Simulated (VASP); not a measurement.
**KF: single point with LDA**

KF:

```
K F
1.0
     0.00000    2.58172    2.77535
     2.49136    0.00000    2.77535
     2.49136    2.58172    0.00000
K F
1 1
Cartesian
  0.0000 0.0000 0.0000
  2.4914 2.5817 2.7753
```

This cell differs from its parent crystal: normal strain along x -0.0350, normal strain along z +0.0750.

```yaml
Program: VASP 6.6.1
Task: single point
Functional: LDA
Potentials_or_basis: VASP PAW LDA potentials, release 64 (K_sv, F)
Cutoff: 520 eV
k_mesh: 8 × 8 × 8
Occupations: gaussian, width 0.05 eV
Spin: no spin polarisation
```

The pressure is -0.3 GPa and the band gap on the k mesh is 5.96 eV, direct.

Stress tensor (GPa, compression positive):
```
 3.18  0.00  0.00
 0.00 -0.24  0.00
 0.00  0.00 -3.94
```

Levels at points of the mesh, in eV from the valence-band top:
```csv
k point,band 6,band 7,band 8,band 9,band 10,band 11
"(0.00, 0.00, 0.00)",-0.22,-0.11,0.00,5.96,10.22,10.71
"(0.50, 0.00, 0.00)",-1.05,-0.57,-0.55,8.90,10.55,11.93
"(0.50, 0.50, 0.00)",-0.45,-0.14,-0.02,8.06,10.41,11.24
"(0.50, 0.00, 0.50)",-0.27,-0.24,-0.01,7.84,10.35,11.89
"(0.00, 0.50, 0.50)",-0.27,-0.12,-0.10,7.67,10.45,12.22
```

Wall time 21 s on 1 thread of Intel(R) Xeon(R) 6975P-C (Granite Rapids) (shared host), peak memory 0.17 GiB.

Caveat: the cell differs from its parent crystal (normal strain along x -0.0350, normal strain along z +0.0750). A k mesh can miss the band edges.
